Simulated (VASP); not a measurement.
Input of a VASP 6.6.1 run:

INCAR

```
PREC = Accurate ; ENCUT = 520
EDIFF = 1E-6 ; ISMEAR = 0
SIGMA = 0.1 ; LREAL = F
LASPH = T ; NELM = 150
ALGO = Fast ; ISIF = 2
LWAVE = F ; LCHARG = F
LMAXMIX = 4 ; LDAU = T
LDAUTYPE = 2 ; LDAUL = 2 -1 -1
LDAUU = 3.32 0 0 ; LDAUJ = 0 0 0
LDAUPRINT = 1 ; GGA = PE
NBANDS = 24
```

File KPOINTS:

```
regular mesh
0
Gamma
  18 18 18
```

File POSCAR:

```
CoPtO2
1.0
    1.4110114656      0.8146478495      5.9349637337
   -1.4110114656      0.8146478495      5.9349637337
    0.0000000000     -1.6292956990      5.9349637337
Co Pt O
1 1 2
Direct
    0.5000000000      0.5000000000      0.5000000000
    0.0000000000      0.0000000000      0.0000000000
    0.8882745517      0.8882745517      0.8882745517
    0.1117254483      0.1117254483      0.1117254483
```

Potentials or basis: VASP PAW PBE potentials, release 64 (Co, Pt, O).

Command:

```console
$ cat potpaw_PBE.64/Co/POTCAR potpaw_PBE.64/Pt/POTCAR potpaw_PBE.64/O/POTCAR > POTCAR
$ mpirun -np 1 vasp_std > vasp.out
```

Q: Estimate the band gap on the k mesh.

A: Zero (an odd number of electrons rules out a gap without spin polarisation).

Q: Estimate the largest force.

A: 0.113 eV/Å.

Q: What does it give for the pressure?

A: 6.1 GPa.

Forces in eV/Å, atoms in the order of the input:
```
Co   0.000  0.000  0.000
Pt   0.000  0.000  0.000
O    0.000  0.000 -0.113
O    0.000  0.000  0.113
```

Caveat: the cell stands under pressure; spin-orbit coupling is left out, which moves the levels of the heavy elements; an odd number of electrons without spin polarisation forces a metal; a magnetic or distorted state may lie lower; the run has no spin polarisation, though such a crystal can be magnetic; U without spin polarisation on a metal has little footing. Spin polarisation is off, so any magnetic state and its effect on volume and gap are missing.
